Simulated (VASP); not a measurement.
RbBiTe6, 8 atoms in the cell. Symmetry: R-3, No. 148, trigonal system. Conventional cell: a = 9.569 Å, b = 9.569 Å, c = 9.789 Å, α = 90.00°, β = 90.00°, γ = 120.00°. Bi (site symmetry -3) has 6 Te at 2.35 Å within 3.1 Å. Within 4.9 Å of Rb (site symmetry -3) lie 12 Te at 3.62 to 4.12 Å and 2 Bi at 4.89 Å. Within 3.1 Å of Te (site symmetry 1) lie 1 Bi at 2.35 Å. 

```yaml
Program: VASP 6.6.1
Task: single point
Functional: PBE
Potentials_or_basis: VASP PAW PBE potentials, release 64 (Bi_d, Rb_sv, Te)
Cutoff: 520 eV
k_mesh: 3 × 3 × 3, shifted
Occupations: fermi-dirac, width 0.1 eV
Spin: no spin polarisation
Dipole_correction: no
Further_INCAR_settings: ALGO = Normal; EDIFF = 1e-06; NBANDS = 40
```

Potentials or basis: VASP PAW PBE potentials, release 64 (Bi_d, Rb_sv, Te).

Launch:

```bash
$ cat potpaw_PBE.64/Bi_d/POTCAR potpaw_PBE.64/Rb_sv/POTCAR potpaw_PBE.64/Te/POTCAR > POTCAR
$ mpirun -np 1 vasp_std > vasp.out
```

Hardware: 1 thread of Intel Xeon 8259CL, on a shared host.

Problem. Estimate the wall time of this run.

Solution. Run time: 96 s on 1 thread of Intel Xeon 8259CL, with other jobs on the host, peak memory 0.36 GiB. Counts: scf iterations 13, k points 6.
